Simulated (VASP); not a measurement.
# CO2 in VASP: notebook

CO2 is run at these levels: r2SCAN+D3(BJ); tasks: single point.

Everything below comes from runs of VASP 6.6.1. Logs are shortened: lines on timing, memory, paths and dates and some standing lists are left out, and cuts for length are marked.

**1. The cell of the first run**

The cell holds an amorphous packing of atoms, 36 atoms: a = 8.589 Å, b = 8.589 Å, c = 8.589 Å, α = 90.00°, β = 90.00°, γ = 90.00°.

**2. Single point, r2SCAN+D3(BJ)**

Input file POSCAR:

```
CO2
1.0
    8.5889170000      0.0000000000      0.0000000000
    0.0000000000      8.5889170000      0.0000000000
    0.0000000000      0.0000000000      8.5889170000
C O
12 24
Direct
    0.6459073598      0.8145829767      0.2257688050
    0.3297434525      0.3043017166      0.5896329607
    0.0041760986      0.7836034812      0.8988946924
    0.3836185751      0.0370479924      0.9196639605
    0.9156457810      0.1410780672      0.2979603928
    0.3251776856      0.5900222817      0.1738235276
    0.6935968922      0.4224589054      0.5615498913
   -0.0358316921      0.4259455901      0.0482506655
    0.0704985076      0.6602156743      0.4638830360
    1.0016976041      0.1580008981      0.7301708065
    0.7299468276      0.8977977029      0.6109824048
    0.4105761344      0.6804860090      0.7323561225
    0.5385816042      0.8671344541      0.1623249241
    0.7515011155      0.7618334388      0.2918397167
    0.2766221943      0.3390106368      0.7093566777
    0.3833788768      0.2693909634      0.4709289285
   -0.0704503761      0.8659455843      0.9754602394
    0.0782302877      0.7012931590      0.8211109143
    0.2763380993      0.0306915754      1.0013972395
    0.4901473101      0.0432000117      0.8359520644
    1.0167554484      0.1567839055      0.3860661943
    0.8142450886      0.1260851663      0.2097223172
    0.4392524950      0.5228248304      0.1997954092
    0.2108298297      0.6582620556      0.1492772795
    0.6232727667      0.4270755739      0.6770029904
    0.7633514875      0.4186509018      0.4460414629
    0.0684868650      0.3415063641      0.0654463755
   -0.1399886281      0.5103506585      0.0321463779
    0.0412459277      0.7917950260      0.4708279073
    0.1002574642      0.5284448426      0.4566539785
    1.0786868684      0.0485230598      0.7111189711
    0.9232927589      0.2663405530      0.7488997217
    0.7365342841      0.7773322867      0.6720391814
    0.7225918659      1.0182704513      0.5502883199
    0.4317182951      0.6768705197      0.8654614902
    0.3901312448      0.6862872854      0.5986466530
```

Input file INCAR.step1:

```
  ALGO = Normal
  EDIFF = 1E-4
  ENCUT = 520
  GGA = PE
  ISMEAR = -1
  LASPH = T
  LCHARG = F
  LREAL = Auto
  LWAVE = T
  NBANDS = 120
  NELM = 60
  PREC = Accurate
  SIGMA = 0.02
```

Input file INCAR.step2:

```
  ALGO = Normal
  EDIFF = 1E-6
  ENCUT = 520
  ISIF = 2
  ISMEAR = -1
  ISTART = 1
  IVDW = 12
  LASPH = T
  LCHARG = F
  LMIXTAU = T
  LREAL = Auto
  LWAVE = F
  METAGGA = R2SCAN
  NBANDS = 120
  NELM = 60
  PREC = Accurate
  SIGMA = 0.02
  VDW_A1 = 0.49484001
  VDW_A2 = 5.73083694
  VDW_S6 = 1.0
  VDW_S8 = 0.78981345
```

Input file KPOINTS:

```
k-points
0
Gamma
  1 1 1
```

Potentials or basis: VASP PAW PBE potentials, release 64 (C, O).

Command:

```console
$ cat potpaw_PBE.64/C/POTCAR potpaw_PBE.64/O/POTCAR > POTCAR
$ cp INCAR.step1 INCAR
$ mpirun -np 1 vasp_gam > vasp.out
$ cp INCAR.step2 INCAR
$ mpirun -np 1 vasp_gam > vasp.out
```

OUTCAR:

```text
EDIFF = 1E-6
   ENCUT = 520
   ISIF = 2
   ISMEAR = -1
   ISTART = 1
   IVDW = 12
   LASPH = T
   LREAL = Auto
   METAGGA = R2SCAN
   NELM = 60
   PREC = Accurate
 IVDW          = 12

 ion  position               nearest neighbor table
   1  0.646  0.815  0.226-  14 1.16  13 1.16
   2  0.330  0.304  0.590-  16 1.16  15 1.16
   3  0.004  0.784  0.899-  17 1.16  18 1.16
   4  0.384  0.037  0.920-  19 1.16  20 1.16
   5  0.916  0.141  0.298-  21 1.16  22 1.16
   6  0.325  0.590  0.174-  23 1.16  24 1.16
   7  0.694  0.422  0.562-  26 1.16  25 1.16
   8  0.964  0.426  0.048-  28 1.16  27 1.16
   9  0.070  0.660  0.464-  29 1.16  30 1.16
  10  0.002  0.158  0.730-  32 1.16  31 1.16
  11  0.730  0.898  0.611-  34 1.16  33 1.16
  12  0.411  0.680  0.732-  35 1.16  36 1.16
  13  0.539  0.867  0.162-   1 1.16
  14  0.752  0.762  0.292-   1 1.16
  15  0.277  0.339  0.709-   2 1.16
  16  0.383  0.269  0.471-   2 1.16
  17  0.930  0.866  0.975-   3 1.16
[... 17 lines left out ...]
  35  0.432  0.677  0.865-  12 1.16
  36  0.390  0.686  0.599-  12 1.16

  LATTYP: Found a simple cubic cell.
 ALAT       =     8.5889170000

  Lattice vectors:

 A1 = (   8.5889170000,   0.0000000000,   0.0000000000)
 A2 = (   0.0000000000,   8.5889170000,   0.0000000000)
 A3 = (   0.0000000000,   0.0000000000,   8.5889170000)

Analysis of symmetry for initial positions (statically):
=====================================================================
 Subroutine PRICEL returns:
 Original cell was already a primitive cell.

 Routine SETGRP: Setting up the symmetry group for a
 simple cubic supercell.

 Subroutine GETGRP returns: Found  1 space group operations
 (whereof  1 operations were pure point group operations)
 out of a pool of 48 trial point group operations.

The static configuration has the point symmetry C_1 .

Analysis of symmetry for dynamics (positions and initial velocities):
=====================================================================
 Subroutine PRICEL returns:
 Original cell was already a primitive cell.

 Routine SETGRP: Setting up the symmetry group for a
 simple cubic supercell.

 Subroutine GETGRP returns: Found  1 space group operations
 (whereof  1 operations were pure point group operations)
 out of a pool of 48 trial point group operations.

The dynamic configuration has the point symmetry C_1 .
[... 144 lines left out ...]
   LREAL  =      T    real-space projection
   EDIFFG = 0.1E-04   stopping-criterion for IOM
   NSW    =      0    number of steps for IOM
   IBRION =     -1    ionic relax: 0-MD 1-quasi-New 2-CG
   NFREE  =      0    steps in history (QN), initial steepest desc. (CG)
   ISIF   =      2    stress and relaxation
   ISYM   =      2    0-nonsym 1-usesym 2-fastsym
   POTIM  = 0.5000    time-step for ionic-motion
   TEBEG  =    0.0;   TEEND  =   0.0 temperature during run
   PSTRESS=    0.0 pullay stress
   NELECT =     192.0000    total number of electrons
   NUPDOWN=      -1.0000    fix difference up-down
   EMIN   =  10.00;   EMAX   =-10.00  energy-range for DOS
   EFERMI =   0.00;   METHOD = LEGACY
   ISMEAR =    -1;   SIGMA  =   0.02  broadening in eV -4-tet -1-fermi 0-gaus
   EFERMI_NEDOS =   21; number of points for ismear=-14 and -15
   IALGO  =     38    algorithm
   IMIX   =      4    mixing-type and parameters
     AMIX     =   0.40;   BMIX     =  1.00
     AMIX_MAG =   1.60;   BMIX_MAG =  1.00
  volume/ion in A,a.u.               =      17.60       118.77
  Fermi-wavevector in a.u.,A,eV,Ry     =   1.099605  2.077953 16.451238  1.209132
  Thomas-Fermi vector in A             =   2.236003
   LORBIT       =      0    0 simple, 1 ext, 2 COOP (PROOUT), +10 PAW based schemes
   METAGGA = R2SCAN    functional components
   LHFCALC =     F    Hartree Fock is set to
   AEXX    =    0.0000 exact exchange contribution
   IVDW    =    12    specifies the selected vdW correction
   LEPSILON=     F    determine dielectric tensor
   LRPA    =     F    only Hartree local field effects (RPA)
 non-spin polarized calculation
  energy-cutoff  :      520.00
  volume of cell :      633.60
 maximum number of plane-waves:      8536
 NGX is ok and might be reduce to    64
   NGX = 31   NGY = 31   NGZ = 31

 number of electron     191.9999981 magnetization

 Free energy of the ion-electron system (eV)
  ---------------------------------------------------
  ext. energy  EPLUGINS =         0.00000000
  ---------------------------------------------------
  free energy    TOTEN  =      -308.05604874 eV

  energy without entropy =     -308.05604874  energy(sigma->0) =     -308.05604874

 E-fermi :  -4.5025     XC(G=0):  -7.2118

 val. band max:       -4.9957496760   @ k =   0.0000   0.0000   0.0000
 cond. band min:       2.3177483657   @ k =   0.0000   0.0000   0.0000
 fundamental gap:      7.3134980417
 Fermi energy:        -4.5024529296

 k-point     1 :       0.0000    0.0000    0.0000
  band No.  band energies     occupation
      1     -27.0963      2.00000
      2     -26.8954      2.00000
      3     -26.8542      2.00000
      4     -26.7348      2.00000
      5     -26.7182      2.00000
      6     -26.6878      2.00000
[... 100 lines left out ...]
    107       4.0237      0.00000
    108       4.0712      0.00000
 [bands above 108 left out]

------------------------ aborting loop because EDIFF is reached ----------------------------------------

 Edisp (eV)   -1.04435

 E8    (eV) :    -0.1942

  FORCE on cell =-STRESS in cart. coord.  units (eV):
  Direction    XX          YY          ZZ          XY          YZ          ZX
  --------------------------------------------------------------------------------------
  -------------------------------------------------------------------------------------
  Total       6.18642     5.08902     5.98869    -3.58532    -0.30636    -0.53434
  in kB      15.64354    12.86855    15.14354    -9.06616    -0.77469    -1.35119
  external pressure =       14.55 kB  Pullay stress =        0.00 kB

 VOLUME and BASIS-vectors are now :
 -----------------------------------------------------------------------------
  energy-cutoff  :      520.00
  volume of cell :      633.60
      direct lattice vectors                 reciprocal lattice vectors
     8.588917000  0.000000000  0.000000000     0.116429114  0.000000000  0.000000000
     0.000000000  8.588917000  0.000000000     0.000000000  0.116429114  0.000000000
     0.000000000  0.000000000  8.588917000     0.000000000  0.000000000  0.116429114

 POSITION                                       TOTAL-FORCE (eV/Angst)
 -----------------------------------------------------------------------------------
      5.54764      6.99639      1.93911        -0.005069      0.013559     -0.034721
      2.83214      2.61362      5.06431        -0.013987      0.004532      0.024110
      0.03587      6.73031      7.72053         0.019043     -0.018446     -0.013116
      3.29487      0.31820      7.89892         0.002470      0.010213      0.004633
      7.86441      1.21171      2.55916         0.003678     -0.006029      0.005531
      2.79292      5.06765      1.49296        -0.014388      0.005873     -0.028569
[... 28 lines left out ...]
      3.70799      5.81358      7.43338         0.115006     -0.027577      0.788756
      3.35080      5.89446      5.14173        -0.125041      0.036866     -0.760651
 -----------------------------------------------------------------------------------
    total drift:                               -0.009229      0.028218     -0.000319

  FREE ENERGIE OF THE ION-ELECTRON SYSTEM (eV)
  ---------------------------------------------------
  free  energy   TOTEN  =      -309.1003959588 eV

  energy  without entropy=     -309.1003959588  energy(sigma->0) =     -309.10039596
```

It took 4.1 min on 1 thread of AMD EPYC 9R45 (Zen 5), shared host; peak memory 0.58 GiB.

What came out:

| Item | Value |
| --- | --- |
| Free energy | -309.1004 eV |
| Pressure | 1.5 GPa |
| Largest force | 0.806 eV/Å |
| Band gap on the k mesh | 7.31 eV |
| Dispersion energy per atom | -0.029 eV |

Forces in eV/Å, atoms in the order of the input:
```
C   -0.005  0.014 -0.035
C   -0.014  0.005  0.024
C    0.019 -0.018 -0.013
C    0.002  0.010  0.005
C    0.004 -0.006  0.006
C   -0.014  0.006 -0.029
C    0.003 -0.004 -0.003
C   -0.032  0.012  0.004
C   -0.003 -0.012  0.006
C    0.015 -0.007 -0.021
C   -0.007 -0.005 -0.021
C    0.010 -0.014 -0.033
O   -0.423  0.219 -0.302
O    0.467 -0.248  0.323
O   -0.305  0.192  0.664
O    0.321 -0.211 -0.703
O   -0.446  0.486  0.462
O    0.423 -0.474 -0.443
O   -0.507 -0.027  0.400
O    0.466  0.014 -0.417
O    0.592  0.098  0.515
O   -0.561 -0.093 -0.496
O    0.655 -0.383  0.165
O   -0.648  0.384 -0.128
O   -0.409  0.033  0.650
O    0.409 -0.042 -0.669
O    0.609 -0.493  0.099
O   -0.607  0.499 -0.100
O   -0.173  0.767  0.045
O    0.175 -0.749 -0.041
O    0.431 -0.607 -0.078
O   -0.451  0.621  0.115
O    0.035 -0.673  0.351
O   -0.020  0.697 -0.331
O    0.115 -0.028  0.789
O   -0.125  0.037 -0.761
```

Stress tensor (GPa, compression positive):
```
 1.56 -0.91 -0.14
-0.91  1.29 -0.08
-0.14 -0.08  1.51
```

Caveat: the k points lie up to 0.73 Å⁻¹ apart; the PAW data sets were made with another functional, which shifts forces and pressure a little.

**3. Single point, r2SCAN+D3(BJ)**

Input file POSCAR:

```
CO2
1.0
    8.5889170000      0.0000000000      0.0000000000
    0.0000000000      8.5889170000      0.0000000000
    0.0000000000      0.0000000000      8.5889170000
C O
12 24
Direct
    0.6498025304      0.8209067569      0.2403446209
    0.3176884816      0.2937739415      0.6013098043
   -0.0023402252      0.7878408884      0.8984136184
    0.3583455283      0.0532081053      0.9314329152
    0.9167744897      0.1463863255      0.2874751264
    0.3307401853      0.5850097282      0.1689852166
    0.6856277689      0.4226376853      0.5597562533
   -0.0309002870      0.4333840925      0.0363142408
    0.0688212495      0.6418271361      0.4493348812
    1.0070536250      0.1578080217      0.7605266182
    0.7224426549      0.9113605359      0.6016940203
    0.4173052318      0.6737636421      0.7180067056
    0.5257240232      0.8571394973      0.1886151653
    0.7627737001      0.7758836184      0.2915385025
    0.2838425380      0.3399846570      0.7210804342
    0.3579380264      0.2518245315      0.4797810946
   -0.0522417436      0.8636245990      0.9969126492
    0.0621149325      0.7236302318      0.7972017892
    0.2748192816      0.0060077423      1.0283252242
    0.4563671997      0.0840967493      0.8438665783
    1.0116642180      0.1657834160      0.3806184179
    0.8021383837      0.1472013293      0.2124365621
    0.4537359017      0.5208107146      0.2043563816
    0.2248944774      0.6629939491      0.1458973233
    0.6128479295      0.4230451872      0.6751491486
    0.7596184711      0.4224863274      0.4466570116
    0.0826413854      0.3532808618      0.0446389225
   -0.1415428744      0.5082014415      0.0260451929
    0.0358718101      0.7702600922      0.4354914595
    0.1217964966      0.5123928896      0.4565185576
    1.0853987761      0.0471305055      0.7377297976
    0.9378132307      0.2675424620      0.7598979010
    0.7063754371      0.7906468301      0.6641349544
    0.7145953326      1.0332734616      0.5430719612
    0.4658445296      0.6615152993      0.8394539149
    0.3615240431      0.6964789624      0.5944870581
```

Input file INCAR.step1:

```
PREC = Accurate ; ENCUT = 520
ISMEAR = -1 ; SIGMA = 0.02
LREAL = Auto ; LASPH = T
NELM = 80 ; NBANDS = 120
GGA = PE ; ALGO = Normal
EDIFF = 1E-4 ; LWAVE = T
LCHARG = F
```

Input file INCAR.step2:

```
PREC = Accurate ; ENCUT = 520
EDIFF = 1E-7 ; ISMEAR = -1
SIGMA = 0.02 ; LREAL = Auto
LASPH = T ; NELM = 80
ALGO = Normal ; ISIF = 2
LWAVE = F ; LCHARG = T
METAGGA = R2SCAN ; LMIXTAU = T
IVDW = 12 ; VDW_S6 = 1.0
VDW_S8 = 0.78981345 ; VDW_A1 = 0.49484001
VDW_A2 = 5.73083694 ; LELF = T
LVHAR = T ; NBANDS = 120
ISTART = 1
```

Input file KPOINTS:

```
regular mesh
0
Gamma
  1 1 1
```

Potentials or basis: VASP PAW PBE potentials, release 64 (C, O).

Command:

```console
$ cat potpaw_PBE.64/C/POTCAR potpaw_PBE.64/O/POTCAR > POTCAR
$ cp INCAR.step1 INCAR
$ mpirun -np 1 vasp_gam > vasp.out
$ cp INCAR.step2 INCAR
$ mpirun -np 1 vasp_gam > vasp.out
```

Wall time 4.5 min (1 thread of AMD EPYC 9R45 (Zen 5), shared host); peak memory 0.59 GiB.

It converged, with:

```
Free energy                : -307.4994 eV
Pressure                   : 1.3 GPa
Largest force              : 7.274 eV/Å
Band gap on the k mesh     : 6.75 eV
Dispersion energy per atom : -0.029 eV
```

Forces on the atoms (eV/Å):
```
C   -5.645  1.248 -2.437
C    0.913 -0.494 -2.154
C    1.453 -0.203 -1.179
C   -0.059 -1.303  1.555
C   -2.300  0.926  0.005
C    6.494 -2.521  2.094
C   -0.294 -0.068  0.667
C    2.935 -2.254  0.138
C    2.560 -4.142  0.077
C    4.028 -5.322 -1.540
C   -1.355 -0.664  0.540
C   -2.282  1.023 -4.249
O    2.283 -0.212  0.823
O    3.182 -0.996  1.436
O   -1.193  1.112  3.032
O    0.260 -0.528 -0.925
O   -1.215  0.693  1.323
O   -0.293 -0.660 -0.035
O   -0.345  0.627 -0.486
O    0.496  0.552 -1.015
O    1.599 -0.404  0.524
O    0.780 -0.600 -0.527
O   -4.443  1.674 -1.422
O   -2.015  0.745 -0.699
O    0.156 -0.066 -0.327
O    0.309  0.050 -0.509
O   -1.762  1.296  0.067
O   -1.160  0.942 -0.038
O   -0.889  1.881  0.118
O   -1.647  2.313 -0.080
O   -0.515  0.382  0.660
O   -3.692  5.107  0.569
O    0.884  0.388 -0.330
O    0.667  0.376 -0.222
O    1.470 -0.560  4.034
O    0.635 -0.336  0.515
```

Stress tensor (GPa, compression positive):
```
 0.36 -0.50 -0.15
-0.50  1.16  0.46
-0.15  0.46  2.31
```

Levels at points of the mesh, in eV from the valence-band top:
| k point | band 92 | band 93 | band 94 | band 95 | band 96 | band 97 | band 98 | band 99 | band 100 | band 101 |
| --- | --- | --- | --- | --- | --- | --- | --- | --- | --- | --- |
| (0.00, 0.00, 0.00) | -0.16 | -0.13 | -0.06 | -0.04 | 0.00 | 6.75 | 7.62 | 7.79 | 7.95 | 8.16 |

Caveat: the k points lie up to 0.73 Å⁻¹ apart; the PAW data sets were made with another functional, which shifts forces and pressure a little.

(Continued in part 2 of 2.)
